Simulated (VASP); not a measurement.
# Fe (Im-3m) in VASP: notebook

The runs below take Fe through single point, relaxation of cell and atoms, with PBEsol.

All numbers are computed with VASP 6.6.1; they aren't measurements. Logs are shortened: lines on timing, memory, paths and dates and some standing lists are left out, and cuts for length are marked.

## (1) The cell of the first run

The structure is cubic, space group Im-3m (No. 229). Conventional cell: a = 2.788 Å, b = 2.788 Å, c = 2.788 Å, α = 90.00°, β = 90.00°, γ = 90.00°. Within 3.2 Å of Fe (site symmetry m-3m) lie 14 Fe at 2.41 to 2.79 Å.

## (2) Single point, PBEsol, collinear spin, ferromagnetic start

INCAR

```
PREC = Accurate
ENCUT = 520
EDIFF = 1E-6
ISMEAR = -1
SIGMA = 0.05
LREAL = F
LASPH = T
NELM = 150
ALGO = Normal
ISIF = 2
LWAVE = F
LCHARG = T
ISPIN = 2
MAGMOM = 2.5
LORBIT = 11
LMAXMIX = 4
GGA = PS
LELF = T
LVHAR = T
NBANDS = 14
```

KPOINTS

```
Automatic mesh
0
Gamma
  15 15 15
```

POSCAR

```
Fe
1.0
   -1.3940458675      1.3940458675      1.3940458675
    1.3940458675     -1.3940458675      1.3940458675
    1.3940458675      1.3940458675     -1.3940458675
Fe
1
Direct
    0.0000000000      0.0000000000      0.0000000000
```

Potentials or basis: VASP PAW PBE potentials, release 64 (Fe).

Command:

```sh
> cat potpaw_PBE.64/Fe/POTCAR > POTCAR
> mpirun -np 1 vasp_std > vasp.out
```

OUTCAR:

```text
PREC = Accurate
   ENCUT = 520
   EDIFF = 1E-6
   ISMEAR = -1
   LREAL = F
   LASPH = T
   NELM = 150
   ISIF = 2
   ISPIN = 2
   LORBIT = 11
   GGA = PS

 ion  position               nearest neighbor table
   1  0.000  0.000  0.000-

  LATTYP: Found a body centered cubic cell.
 ALAT       =     2.7880917350

  Lattice vectors:

 A1 = (  -1.3940458675,   1.3940458675,   1.3940458675)
 A2 = (   1.3940458675,  -1.3940458675,   1.3940458675)
 A3 = (   1.3940458675,   1.3940458675,  -1.3940458675)

Analysis of symmetry for initial positions (statically):
=====================================================================
 Subroutine PRICEL returns:
 Original cell was already a primitive cell.

 Routine SETGRP: Setting up the symmetry group for a
 body centered cubic supercell.

 Subroutine GETGRP returns: Found 48 space group operations
 (whereof 48 operations were pure point group operations)
 out of a pool of 48 trial point group operations.

The static configuration has the point symmetry O_h .

Analysis of symmetry for dynamics (positions and initial velocities):
=====================================================================
 Subroutine PRICEL returns:
 Original cell was already a primitive cell.

 Routine SETGRP: Setting up the symmetry group for a
 body centered cubic supercell.

 Subroutine GETGRP returns: Found 48 space group operations
 (whereof 48 operations were pure point group operations)
 out of a pool of 48 trial point group operations.

The dynamic configuration has the point symmetry O_h .

Analysis of structural, dynamic, and magnetic symmetry:
=====================================================================
 Subroutine PRICEL returns:
 Original cell was already a primitive cell.

 Routine SETGRP: Setting up the symmetry group for a
 body centered cubic supercell.

 Subroutine GETGRP returns: Found 48 space group operations
 (whereof 48 operations were pure point group operations)
 out of a pool of 48 trial point group operations.

The overall configuration has the point symmetry O_h .

 Subroutine INISYM returns: Found 48 space group operations
 (whereof 48 operations are pure point group operations),
 and found     1 'primitive' translations

----------------------------------------------------------------------------------------

                                     Primitive cell

  volume of cell :      10.8366

  direct lattice vectors                    reciprocal lattice vectors
    -1.394045868  1.394045868  1.394045868     0.000000000  0.358668256  0.358668256
     1.394045868 -1.394045868  1.394045868     0.358668256  0.000000000  0.358668256
     1.394045868  1.394045868 -1.394045868     0.358668256  0.358668256  0.000000000

  length of vectors
     2.414558271  2.414558271  2.414558271     0.507233512  0.507233512  0.507233512

  position of ions in fractional coordinates (direct lattice)
     0.000000000  0.000000000  0.000000000

  ion indices of the primitive-cell ions
   primitive index   ion index
                 1           1

----------------------------------------------------------------------------------------

 KPOINTS: Automatic mesh

Automatic generation of k-mesh.
 Grid dimensions read from file:
 generate k-points for:   15   15   15

 Generating k-lattice:

  Cartesian coordinates                     Fractional coordinates (reciprocal lattice)
     0.000000000  0.023911217  0.023911217     0.066666667  0.000000000  0.000000000
     0.023911217  0.000000000  0.023911217     0.000000000  0.066666667  0.000000000
     0.023911217  0.023911217  0.000000000     0.000000000  0.000000000  0.066666667

  Length of vectors
     0.033815567  0.033815567  0.033815567

  Shift w.r.t. Gamma in fractional coordinates (k-lattice)
     0.000000000  0.000000000  0.000000000

 Subroutine IBZKPT returns following result:
 ===========================================

 Found    120 irreducible k-points:

 Following reciprocal coordinates:
            Coordinates               Weight
  0.000000  0.000000  0.000000      1.000000
  0.066667  0.000000  0.000000     12.000000
  0.133333  0.000000  0.000000     12.000000
  0.200000  0.000000  0.000000     12.000000
  0.266667  0.000000  0.000000     12.000000
  0.333333  0.000000  0.000000     12.000000
[... 16 lines left out ...]
  0.333333  0.200000 -0.000000     48.000000
  0.400000  0.200000  0.000000     24.000000
 [... further k-points ...]
   k-points           NKPTS =    120   k-points in BZ     NKDIM =    120   number of bands    NBANDS=     14
   number of dos      NEDOS =    301   number of ions     NIONS =      1
   total plane-waves  NPLWV =   5832
   dimension x,y,z NGX =    18 NGY =   18 NGZ =   18
   dimension x,y,z NGXF=    36 NGYF=   36 NGZF=   36
   ions per type =               1
   NGX,Y,Z   is equivalent  to a cutoff of  12.39, 12.39, 12.39 a.u.
   NGXF,Y,Z  is equivalent  to a cutoff of  24.79, 24.79, 24.79 a.u.
 SYSTEM =  unknown system
   PREC   = accura    normal or accurate (medium, high low for compatibility)
   ISTART =      0    job   : 0-new  1-cont  2-samecut
   ICHARG =      2    charge: 1-file 2-atom 10-const
   ISPIN  =      2    spin polarized calculation?
   LNONCOLLINEAR =      F non collinear calculations
   LSORBIT =      F    spin-orbit coupling
   LASPH  =      T    aspherical Exc in radial PAW
   ENCUT  =  520.0 eV  38.22 Ry    6.18 a.u.   4.49  4.49  4.49*2*pi/ulx,y,z
   NELM   =    150;   NELMIN=  2; NELMDL= -5     # of ELM steps
   EDIFF  = 0.1E-05   stopping-criterion for ELM
   LREAL  =      F    real-space projection
   EDIFFG = 0.1E-04   stopping-criterion for IOM
   NSW    =      0    number of steps for IOM
   IBRION =     -1    ionic relax: 0-MD 1-quasi-New 2-CG
   NFREE  =      0    steps in history (QN), initial steepest desc. (CG)
   ISIF   =      2    stress and relaxation
   ISYM   =      2    0-nonsym 1-usesym 2-fastsym
   POTIM  = 0.5000    time-step for ionic-motion
   TEBEG  =    0.0;   TEEND  =   0.0 temperature during run
   PSTRESS=    0.0 pullay stress
   NELECT =       8.0000    total number of electrons
   NUPDOWN=      -1.0000    fix difference up-down
   EMIN   =  10.00;   EMAX   =-10.00  energy-range for DOS
   EFERMI =   0.00;   METHOD = LEGACY
   ISMEAR =    -1;   SIGMA  =   0.05  broadening in eV -4-tet -1-fermi 0-gaus
   EFERMI_NEDOS =   21; number of points for ismear=-14 and -15
   IALGO  =     38    algorithm
   IMIX   =      4    mixing-type and parameters
     AMIX     =   0.40;   BMIX     =  1.00
     AMIX_MAG =   1.60;   BMIX_MAG =  1.00
  volume/ion in A,a.u.               =      10.84        73.13
  Fermi-wavevector in a.u.,A,eV,Ry     =   1.479589  2.796018 29.785652  2.189184
  Thomas-Fermi vector in A             =   2.593728
   LORBIT       =     11    0 simple, 1 ext, 2 COOP (PROOUT), +10 PAW based schemes
   GGA     = PS    functional components
   LHFCALC =     F    Hartree Fock is set to
   AEXX    =    0.0000 exact exchange contribution
   IVDW    =     0    specifies the selected vdW correction
   LEPSILON=     F    determine dielectric tensor
   LRPA    =     F    only Hartree local field effects (RPA)
 spin polarized calculation
  energy-cutoff  :      520.00
  volume of cell :       10.84
 maximum number of plane-waves:       321
 NGX is ok and might be reduce to    18
   NGX =  9   NGY =  9   NGZ =  9

 number of electron       8.0000003 magnetization       2.1191152

 Free energy of the ion-electron system (eV)
  ---------------------------------------------------
  ext. energy  EPLUGINS =         0.00000000
  ---------------------------------------------------
  free energy    TOTEN  =        -8.92266846 eV

  energy without entropy =       -8.91464617  energy(sigma->0) =       -8.91865731

 E-fermi :   6.2195     XC(G=0): -13.5490

 val. band max:        6.2092545794   @ k =  -0.4000   0.4000   0.2000
 cond. band min:       6.2210585081   @ k =  -0.4000   0.4000   0.2667
 fundamental gap:      0.0118039288
 Fermi energy:         6.2195092031

 spin component 1

 k-point     1 :       0.0000    0.0000    0.0000
  band No.  band energies     occupation
      1      -2.6363      1.00000
      2       3.7607      1.00000
      3       3.7607      1.00000
      4       3.7607      1.00000
      5       5.1254      1.00000
      6       5.1254      1.00000
      7      31.5588      0.00000
      8      31.5588      0.00000
      9      31.5588      0.00000
     10      36.9774      0.00000
     11      36.9774      0.00000
     12      39.5218      0.00000
     13      39.5218      0.00000
     14      39.5218      0.00000

 k-point     2 :       0.0667    0.0000    0.0000
  band No.  band energies     occupation
      1      -2.4451      1.00000
      2       3.7059      1.00000
      3       3.7558      1.00000
      4       3.8673      1.00000
      5       5.0707      1.00000
      6       5.1298      1.00000
      7      30.4009      0.00000
      8      31.2975      0.00000
      9      31.4530      0.00000
     10      36.3344      0.00000
     11      37.3270      0.00000
     12      37.3348      0.00000
     13      38.0280      0.00000
     14      40.0027      0.00000
[... 343 lines left out ...]
      1       1.7262      1.00000
      2       2.6878      1.00000
      3       3.6464      1.00000
      4       5.1329      1.00000
      5       5.6322      0.99999
      6       9.2778      0.00000
      7      15.3725      0.00000
      8      19.5301      0.00000
      9      26.1613      0.00000
     10      32.9798      0.00000
     11      37.4225      0.00000
     12      41.3451      0.00000
     13      45.6022      0.00000
     14      49.5681      0.00000

 k-point    24 :       0.4000    0.2000    0.0000
  band No.  band energies     occupation
      1       1.7082      1.00000
      2       2.6816      1.00000
      3       3.7585      1.00000
      4       5.1735      1.00000
      5       5.7002      0.99997
      6      10.1815      0.00000
      7      14.0831      0.00000
      8      19.3220      0.00000
      9      25.9610      0.00000
     10      33.0154      0.00000
     11      37.7264      0.00000
     12      41.1232      0.00000
     13      45.4030      0.00000
     14      51.1741      0.00000

 [... further k-points ...]

 spin component 2

 k-point     1 :       0.0000    0.0000    0.0000
  band No.  band energies     occupation
      1      -2.3741      1.00000
      2       5.6184      0.99999
      3       5.6184      0.99999
      4       5.6184      0.99999
      5       7.7059      0.00000
      6       7.7059      0.00000
      7      31.4797      0.00000
      8      31.4797      0.00000
      9      31.4797      0.00000
     10      37.2918      0.00000
     11      37.2918      0.00000
     12      40.2496      0.00000
     13      40.2496      0.00000
     14      40.2496      0.00000

 k-point     2 :       0.0667    0.0000    0.0000
  band No.  band energies     occupation
      1      -2.1818      1.00000
      2       5.5537      1.00000
      3       5.6069      1.00000
      4       5.7335      0.99994
      5       7.6356      0.00000
      6       7.7108      0.00000
      7      30.4851      0.00000
      8      31.2692      0.00000
      9      31.4351      0.00000
     10      36.7193      0.00000
     11      37.8901      0.00000
     12      38.1895      0.00000
     13      38.5866      0.00000
     14      40.6796      0.00000
[... 343 lines left out ...]
      1       2.9955      1.00000
      2       4.3015      1.00000
      3       4.9895      1.00000
      4       7.4951      0.00000
      5       8.0494      0.00000
      6      10.7466      0.00000
      7      16.4633      0.00000
      8      20.2483      0.00000
      9      26.6985      0.00000
     10      33.3288      0.00000
     11      37.7104      0.00000
     12      41.8906      0.00000
     13      46.3590      0.00000
     14      49.9890      0.00000

 k-point    24 :       0.4000    0.2000    0.0000
  band No.  band energies     occupation
      1       3.0610      1.00000
      2       4.2930      1.00000
      3       5.1235      1.00000
      4       7.5495      0.00000
      5       8.0729      0.00000
      6      11.4447      0.00000
      7      15.3250      0.00000
      8      20.0352      0.00000
      9      26.4910      0.00000
     10      33.3868      0.00000
     11      37.9505      0.00000
     12      41.6972      0.00000
     13      46.2799      0.00000
     14      51.2683      0.00000

 [... further k-points ...]
[... 5 lines left out ...]
  --------------------------------------------------------------------------------------
  -------------------------------------------------------------------------------------
  Total       -0.0073315     -0.0073315     -0.0073315      0.0000000     -0.0000000      0.0000000
  in kB       -1.0839616     -1.0839616     -1.0839616      0.0000000     -0.0000000      0.0000000
  external PRESSURE =      -1.0839616 kB  Pullay stress =       0.0000000 kB

 VOLUME and BASIS-vectors are now :
 -----------------------------------------------------------------------------
  energy-cutoff  :      520.00
  volume of cell :       10.84
      direct lattice vectors                 reciprocal lattice vectors
    -1.394045868  1.394045868  1.394045868     0.000000000  0.358668256  0.358668256
     1.394045868 -1.394045868  1.394045868     0.358668256  0.000000000  0.358668256
     1.394045868  1.394045868 -1.394045868     0.358668256  0.358668256  0.000000000

 POSITION                                       TOTAL-FORCE (eV/Angst)
 -----------------------------------------------------------------------------------
      0.00000      0.00000      0.00000        -0.000000      0.000000     -0.000000
 -----------------------------------------------------------------------------------
    total drift:                                0.000000      0.000000      0.000000

  FREE ENERGIE OF THE ION-ELECTRON SYSTEM (eV)
  ---------------------------------------------------
  free  energy   TOTEN  =        -8.9226684617 eV

  energy  without entropy=       -8.9146461675  energy(sigma->0) =       -8.91865731

 total charge

# of ion       s       p       d       tot
------------------------------------------
    1        0.510   0.589   6.276   7.375

 magnetization (x)

# of ion       s       p       d       tot
------------------------------------------
    1       -0.013  -0.052   2.167   2.102
```

Wall time 14 s (1 thread of Intel Xeon 6975P-C (Granite Rapids), shared host); peak memory 0.14 GiB.

What came out:

- Free energy: -8.9227 eV
- Pressure: -0.1 GPa
- Net moment: 2.12 μB per cell
- Site moments: Fe +2.10 μB
- Valence electrons inside the program's atomic spheres: Fe 7.38

Levels at points of the mesh, in eV from the Fermi level:
Spin up:
```tsv
k point	band 1	band 2	band 3	band 4	band 5	band 6	band 7	band 8	band 9	band 10
(0.00, 0.00, 0.00)	-8.86	-2.46	-2.46	-2.46	-1.09	-1.09	25.34	25.34	25.34	30.76
```
Spin down:
```tsv
k point	band 1	band 2	band 3	band 4	band 5	band 6	band 7	band 8
(0.00, 0.00, 0.00)	-8.59	-0.60	-0.60	-0.60	1.49	1.49	25.26	25.26
```

Caveat: the PAW data sets were made with another functional, which shifts forces and pressure a little.

(Continued in part 2 of 2.)
